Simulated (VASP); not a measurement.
A run of VASP 6.6.1:

The input INCAR:

```
SYSTEM = TaTi2
PREC = Accurate
ENCUT = 520
EDIFF = 1E-6
ISMEAR = 0
SIGMA = 0.1
LREAL = .FALSE.
LASPH = .TRUE.
NELM = 60
ALGO = Fast
ISIF = 2
LWAVE = .FALSE.
LCHARG = .TRUE.
GGA = PE
LELF = .TRUE.
LVHAR = .TRUE.
NBANDS = 44
```

File KPOINTS:

```
Automatic mesh
0
G
  4 4 6
  0 0 0
```

The input POSCAR:

```
TaTi2
1.0
    5.1788085504      0.0000000000      0.0000000000
    0.0000000000      5.3364966313      0.0000000000
    0.0000000000      0.0000000000      3.4857365243
Ti Ta
4 2
Direct
    0.2250000000      0.8250000000      0.5000000000
    0.7250000000      0.6750000000      0.0000000000
    0.7750000000      0.1750000000      0.5000000000
    0.2750000000      0.3250000000      0.0000000000
    0.5000000000      0.5000000000      0.5000000000
    0.0000000000      0.0000000000      0.0000000000
```

Potentials or basis: VASP PAW PBE potentials, release 64 (Ti_sv, Ta_pv).

Command:

```sh
$ cat potpaw_PBE.64/Ti_sv/POTCAR potpaw_PBE.64/Ta_pv/POTCAR > POTCAR
$ mpirun -np 1 vasp_std > vasp.out
```

Hardware: 1 thread of AMD EPYC 9R45 96-Core Processor (Zen 5) (shared host).

Task: How long does it take, and how much memory?

Result: Run time: 4.2 min on 1 thread of AMD EPYC 9R45 96-Core Processor (Zen 5), on a shared host, peak memory 0.25 GiB. Counts: scf iterations 38, k points 36.
